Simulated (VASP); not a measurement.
Input of a VASP 6.6.1 run:

INCAR

```
ALGO = Normal
EDIFF = 1E-7
EDIFFG = -0.005
ENCUT = 600
GGA = PE
IBRION = 2
ISIF = 3
ISMEAR = -1
LASPH = T
LCHARG = F
LREAL = F
LWAVE = F
NELM = 80
NSW = 80
PREC = Accurate
SIGMA = 0.02
```

KPOINTS

```
k-points
0
Gamma
  6 6 6
```

Contents of POSCAR:

```
InSb
1.0
    0.0000000000      3.2166492898      3.2166492898
    3.2166492898      0.0000000000      3.2166492898
    3.2166492898      3.2166492898      0.0000000000
In Sb
1 1
Direct
    0.0000000000      0.0000000000      0.0000000000
    0.2500000000      0.2500000000      0.2500000000
```

Potentials or basis: VASP PAW PBE potentials, release 64 (In_d, Sb).

Launch:

```bash
$ cat potpaw_PBE.64/In_d/POTCAR potpaw_PBE.64/Sb/POTCAR > POTCAR
$ mpirun -np 1 vasp_std > vasp.out
```

**Question.** What does it give for the band gap on the k mesh?

**Answer.** Zero (filled and empty bands touch).

**Question.** Predict the relaxed volume.

**Answer.** 36.54 Å³/atom.

Step by step:
```
step  energy change (eV)  largest force (eV/Å)  pressure (GPa)  volume (Å³)
   1              0.0000                0.0000            4.35        66.56
   2             -0.0714                0.0000           -1.16        75.66
   3             -0.0810                0.0000            0.02        73.08
```

Caveat: spin-orbit coupling is left out, which moves the levels of the heavy elements.
